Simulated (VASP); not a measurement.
Nb5N: single point with PBE

Nb5N:

```
CELL_PARAMETERS angstrom
3.89176 0.00000 0.00000
-1.94588 3.37037 0.00000
0.00000 0.00000 7.86813
ATOMIC_POSITIONS crystal
Nb 0.66667 0.33333 0.00000
Nb 0.00000 0.00000 0.81500
Nb 0.00000 0.00000 0.18500
Nb 0.66667 0.33333 0.35542
Nb 0.66667 0.33333 0.64458
N 0.00000 0.00000 0.00000
```

The cell was generated, and may not be a known phase.

- Program: VASP 6.6.1
- Task: single point
- Functional: PBE
- Potentials or basis: VASP PAW PBE potentials, release 64 (Nb_sv, N)
- Cutoff: 520 eV
- k mesh: 6 × 6 × 2
- Occupations: gaussian, width 0.1 eV
- Spin: collinear spin, zero start
- Starting moments: [0.0, 0.0, 0.0, 0.0, 0.0, 0.0] μB
- Dipole correction: no
- Further INCAR settings: ALGO = Normal; EDIFF = 1e-07; NBANDS = 48

| Property | Result |
| --- | --- |
| Pressure | 75.3 GPa |
| Largest force | 33.906 eV/Å |
| Band gap on the k mesh | zero (filled and empty bands overlap) |
| Net moment | 0.00 μB per cell |
| Valence electrons inside the program's atomic spheres | Nb 11.00, 12.19, 11.04 (each value once); N 4.46 |

Forces on the atoms (eV/Å):
```
Nb    0.000   0.000   0.000
Nb    0.000   0.000 -33.906
Nb    0.000   0.000  33.906
Nb    0.000   0.000   0.376
Nb    0.000   0.000  -0.376
N     0.000   0.000   0.000
```

Stress tensor (GPa, compression positive):
```
 22.21   0.00   0.00
  0.00  22.21   0.00
  0.00   0.00 181.36
```

Levels at points of the mesh, in eV from the Fermi level:
Spin up:
| k point | band 32 | band 33 | band 34 | band 35 | band 36 | band 37 | band 38 | band 39 |
| --- | --- | --- | --- | --- | --- | --- | --- | --- |
| (0.00, 0.00, 0.00) | -1.48 | -1.12 | -1.12 | -1.01 | -1.01 | 1.50 | 1.51 | 1.51 |
| (0.50, 0.00, 0.00) | -1.52 | -0.43 | -0.41 | -0.02 | 0.04 | 0.63 | 0.86 | 1.32 |
| (0.00, 0.00, 0.50) | -1.40 | -1.36 | -0.90 | -0.36 | 0.13 | 0.13 | 0.30 | 0.30 |
| (0.50, 0.00, 0.50) | -1.37 | -0.73 | -0.61 | -0.14 | -0.12 | 0.44 | 0.99 | 1.47 |
Spin down:
```tsv
k point	band 31	band 32	band 33	band 34	band 35	band 36	band 37	band 38	band 39	band 40
(0.00, 0.00, 0.00)	-2.38	-1.48	-1.12	-1.12	-1.01	-1.01	1.50	1.51	1.51	2.04
(0.50, 0.00, 0.00)	-1.67	-1.52	-0.43	-0.41	-0.02	0.04	0.63	0.86	1.32	1.75
(0.00, 0.00, 0.50)	-1.40	-1.40	-1.36	-0.90	-0.36	0.13	0.13	0.30	0.30	1.27
(0.50, 0.00, 0.50)	-1.40	-1.37	-0.73	-0.61	-0.14	-0.12	0.44	0.99	1.47	1.48
```

It took 2.2 min on 1 thread of AMD EPYC 9R45 96-Core Processor (Zen 5) (shared host), peak memory 0.28 GiB.

Caveat: the k points lie up to 0.40 Å⁻¹ apart, too coarse for converged energies and pressures of a metal; atoms lie so close that the PAW spheres overlap strongly, which falsifies energies and pressures; forces of over 1 eV/Å act on the atoms, so gaps and moduli don't describe the material at rest.
